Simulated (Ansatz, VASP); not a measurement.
## One calculation of Re, two programs

INCAR

```
PREC = Accurate
ENCUT = 520
EDIFF = 1E-6
ISMEAR = 0
SIGMA = 0.15
LREAL = F
LASPH = T
NELM = 80
ALGO = Normal
ISIF = 2
LWAVE = F
LCHARG = T
GGA = PS
LELF = T
LVHAR = T
NBANDS = 14
```

The input KPOINTS:

```
Automatic mesh
0
Gamma
  18 18 10
```

Contents of POSCAR:

```
Re
1.0
    2.7962252402      0.0000000000      0.0000000000
   -1.3981126201      2.4216020927      0.0000000000
    0.0000000000      0.0000000000      4.5174931797
Re
2
Direct
    0.3333333333      0.6666666667      0.2344034496
    0.6666666667      0.3333333333      0.7655965504
```

Input for Ansatz:

```yaml
crystal:
  lattice:
    - [2.7962252402, 0.0, 0.0]
    - [-1.3981126201, 2.4216020927, 0.0]
    - [0.0, 0.0, 4.5174931797]
  atoms:
    - { symbol: Re, position: [0.3333333333, 0.6666666667, 0.2344034496] }
    - { symbol: Re, position: [0.6666666667, 0.3333333333, 0.7655965504] }
basis:
  ecutwfc: 420
kpoints:
  mp_grid: { grid: [18, 18, 10] }
hamiltonian:
  xc: pbesol
  pseudopotentials: { kind: paw }
scf:
  occupations: { method: gaussian, width: 0.15 }
output:
  forces: true
  stress: true
  eigenvalues: true
```

Change from the starting cell: mode 4 frozen in at -0.069 Å, equal normal strain along x, y and z +0.0167.

Alike in both runs: task single point; functional PBEsol; k mesh 18 × 18 × 10; occupations gaussian, width 0.15 eV; no spin polarisation.

|  | VASP | Ansatz |
| --- | --- | --- |
| version | VASP 6.6.1 | Ansatz 0.2.0 |
| potentials or method | VASP PAW PBE potentials, release 64 (Re), cutoff 520 eV | scalar-relativistic, plane waves, PAW |
| valence electrons in the cell | 14 | 30 |

|  | VASP | Ansatz | Ansatz less VASP |
| --- | --- | --- | --- |
| gap on the k mesh at the Fermi level (eV) | none | none | - |
| pressure (GPa) | -15.0 | -14.7 | +0.36 |
| traceless stress, the component that is largest in VASP (GPa) | 1.19 | 1.32 | +0.131 |
| rms of the force components (eV/Å) | 0.311 | 0.338 | +0.0266 |

VASP's potentials were made for PBE, not for PBEsol. Atom by atom the forces differ by 0.027 eV/Å (rms over components). A gap of «none» marks a metal or a gap that the smearing closes. VASP's potentials hold 14 valence electrons a cell and Ansatz's 30, so a difference there can come from the potentials and not from the codes.

Spin-orbit coupling is off throughout.
